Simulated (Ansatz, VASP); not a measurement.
Ag2ClF in VASP and in Ansatz

```xyz
4
Lattice="1.9433 1.1220 5.3283 -1.9433 1.1220 5.3283 0.0000 -2.2440 5.3283" Properties=species:S:1:pos:R:3 pbc="T T T"
F     1.9433    1.1220    5.3283
Cl    0.0000    0.0000    7.9925
Ag    0.0000    0.0000    4.2462
Ag    0.0000    0.0000   11.7387
```

Alike in both runs: task single point; functional PBE; k mesh 6 × 6 × 6; occupations methfessel-paxton of order 1, width 0.05 eV; no spin polarisation.

```csv
,VASP,Ansatz
version,VASP 6.6.1,Ansatz 0.2.0
potentials or method,"VASP PAW PBE potentials, release 64 (F, Cl, Ag)",plane waves
plane-wave cutoff (eV),520,420
valence electrons in the cell,36,52
```

|  | VASP | Ansatz | Ansatz less VASP |
| --- | --- | --- | --- |
| pressure (GPa) | 2.6 | 2.8 | +0.25 |
| traceless stress, the component that is largest in VASP (GPa) | -0.30 | -0.32 | -0.012 |
| rms of the force components (eV/Å) | 0.047 | 0.047 | -0.0003 |

Atom by atom the forces differ by 0.000 eV/Å (rms over components). With one functional, cell and mesh, what is left measures potentials, basis and numerics. VASP's potentials hold 36 valence electrons a cell and Ansatz's 52, so a difference there can come from the potentials and not from the codes.
